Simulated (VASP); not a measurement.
A run of VASP 6.6.1 is set up as follows.

The input INCAR:

```
SYSTEM = Si
  PREC = Accurate
  ENCUT = 520
  EDIFF = 1E-6
  ISMEAR = -1
  SIGMA = 0.02
  LREAL = Auto
  LASPH = .True.
  NELM = 150
  ALGO = Normal
  ISIF = 2
  LWAVE = .False.
  LCHARG = .True.
  ISPIN = 2
  MAGMOM = 0 0 0 0 0 0 0 0 0 0 0 0 0 0 0 0 0 0 0 0 0 0 0 0 0 0 0 0 0 0 0 0 0 1 0 0 0 0 0 0 0 0 0 0 0 0 0 0 0 0 0 0 0 0 0 0 0 0 0 0 0 0 0
  LORBIT = 11
  GGA = PE
  LELF = .True.
  LVHAR = .True.
  NELECT = 251.0
  NBANDS = 167
```

KPOINTS

```
regular mesh
0
Gamma
  1 1 1
  0 0 0
```

POSCAR

```
Si
1.0
   10.8600000000      0.0000000000      0.0000000000
    0.0000000000     10.8600000000      0.0000000000
    0.0000000000      0.0000000000     10.8600000000
Si
63
Direct
    0.5004428501     -0.0004608809     -0.0004288547
    0.6255632720      0.1246049560      0.1253156311
    0.7500213858      0.2493801895      0.0005237125
    0.8752233523      0.3745519309      0.1252412203
    0.7511133067     -0.0004613422      0.2503708872
    0.8767436351      0.1238531040      0.3747389664
    0.0004115131     -0.0008103159      0.0000250452
    0.1242585406      0.1235822295      0.1263003627
    0.2493883366      0.2488488380      0.0010560924
    0.3762748910      0.3758033505      0.1259194188
    0.5000576266      0.4999555003      0.0001695711
    0.6243189085      0.6235655585      0.1267151322
    0.7493841607      0.7490335366      0.0009809546
    0.8767528434      0.8751673315      0.1260620626
    0.2518712948     -0.0016557803      0.2516108879
    0.3754135753      0.1257545899      0.3750026022
    0.5004643297      0.2504097334      0.2503444958
    0.6246650472      0.3761605998      0.3746244954
    0.7509015753      0.5001561781      0.2510466562
    0.8760686171      0.6251610439      0.3763140579
    0.4981627976     -0.0022331612      0.4983414561
    0.6243398553      0.1232024695      0.6263422272
    0.7493932317      0.2489329238      0.5008890384
    0.8757240495      0.3749691616      0.6257709965
    0.7509132459     -0.0011288269      0.7497646480
    0.8752441598      0.1246914772      0.8753326954
   -0.0000478232      0.4994599435      0.0003511193
    0.1250914399      0.6247302411      0.1252386478
    0.2501280888      0.7494504887      0.0004156971
    0.3753769371      0.8748863287      0.1242223371
    0.0004169972      0.2498543452      0.2507007035
    0.1253331294      0.3747975396      0.3761150654
    0.2487898228      0.5019953328      0.2529072387
    0.3725880256      0.6290191229      0.3777003065
    0.4981497613      0.7515808261      0.2522079436
    0.6262418721      0.8747213470      0.3752174779
    0.0032271724     -0.0034244163      0.5010660007
    0.1250950254      0.1246932745      0.6252260837
    0.2501046790      0.2494956226      0.5004476425
    0.3745849885      0.3745631968      0.6252984275
    0.4971452384      0.5022843460      0.5017961654
    0.6254391348      0.6245873592      0.6253566054
    0.7501829975      0.7494463699      0.5004437533
    0.8760586789      0.8735669431      0.6247596887
    0.2487985705     -0.0029663235      0.7479489386
    0.3763086296      0.1239797853      0.8741374076
    0.5001024874      0.2497286665      0.7500000816
    0.6255998576      0.3745882821      0.8753528425
    0.7504471543      0.4995052228      0.7504897026
    0.8757999692      0.6242095086      0.8749530269
    0.0032825605      0.7489027947      0.2533970518
    0.1318964410      0.8715939897      0.3784158074
    0.0017384321      0.5009452795      0.5006708954
    0.1290835554      0.6266739902      0.6231048992
    0.3724806284      0.8722483795      0.6207634417
   -0.0000258617      0.2496171406      0.7504755384
    0.1246607778      0.3746583574      0.8753017231
    0.2502145531      0.5000199130      0.7498683987
    0.3745815449      0.6246493284      0.8752851507
    0.4971016261      0.7482035433      0.7475689223
    0.6246483710      0.8753130590      0.8737530206
    0.0018325894      0.7492298393      0.7488682745
    0.1253530461      0.8737664371      0.8751022131
```

Potentials or basis: VASP PAW PBE potentials, release 64 (Si).

The run is started by

```sh
$ cat potpaw_PBE.64/Si/POTCAR > POTCAR
$ mpirun -np 1 vasp_gam > vasp.out
```

(1) Estimate the site moments.

(2) Predict the largest force.

(3) Estimate the net moment.

## Answers

(1) Si +0.00, -0.00, +0.01, +0.02, +0.06, +0.14 (each value once) μB.

(2) 0.009 eV/Å.

(3) 0.98 μB per cell.

Caveat: the k points lie up to 0.58 Å⁻¹ apart; the cell carries a net charge on a neutralising background, which shifts energy and pressure.
